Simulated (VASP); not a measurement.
Wanted: the native input for a VASP 6.6.1 run.

- Task: electric field gradients
- Functional: PBEsol
- Potentials or basis: VASP PAW PBE potentials, release 64 (Ru_pv)
- Cutoff: 520 eV
- k mesh: 14 × 14 × 8
- Occupations: fermi-dirac, width 0.03 eV
- Spin: no spin polarisation
- Dipole correction: no
- Further INCAR settings: ALGO = Normal; EDIFF = 1e-08; NBANDS = 21

The structure of Ru lies in POSCAR:

```
Ru
1.0
    2.6787413409      0.0000000000      0.0000000000
   -1.3393706704      2.3198580514      0.0000000000
    0.0000000000      0.0000000000      4.2819000000
Ru
2
Direct
    0.3333333333      0.6666666667      0.2500000000
    0.6666666667      0.3333333333      0.7500000000
```

This cell differs from its parent crystal: equal xx and yy strain of -1 %.

The input as run:

INCAR

```
  PREC = Accurate
  ENCUT = 520
  EDIFF = 1E-8
  ISMEAR = -1
  SIGMA = 0.03
  LREAL = False
  LASPH = True
  NELM = 80
  ALGO = Normal
  ISIF = 2
  LWAVE = False
  LCHARG = False
  GGA = PS
  LEFG = True
  NBANDS = 21
```

KPOINTS

```
regular mesh
0
Gamma
  14 14 8
```

Potentials or basis: VASP PAW PBE potentials, release 64 (Ru_pv).

Launch:

```console
$ cat potpaw_PBE.64/Ru_pv/POTCAR > POTCAR
$ mpirun -np 1 vasp_std > vasp.out
```

Results of the run:

The pressure is 0.3 GPa. The band gap on the k mesh is zero (bands 14 and 15 overlap by 3.26 eV). The largest electric field gradient by atom is Ru -9.7 V/Å².

Caveat: the cell differs from its parent crystal (equal xx and yy strain of -1 %); without QUAD_EFG the Cq values of the log hold for a quadrupole moment of 1 mb, not for the nuclei; the PAW data sets were made with another functional, which shifts forces and pressure a little.

Wall time 91 s on 1 thread of AMD EPYC 7R13, on a shared host, peak memory 0.14 GiB.
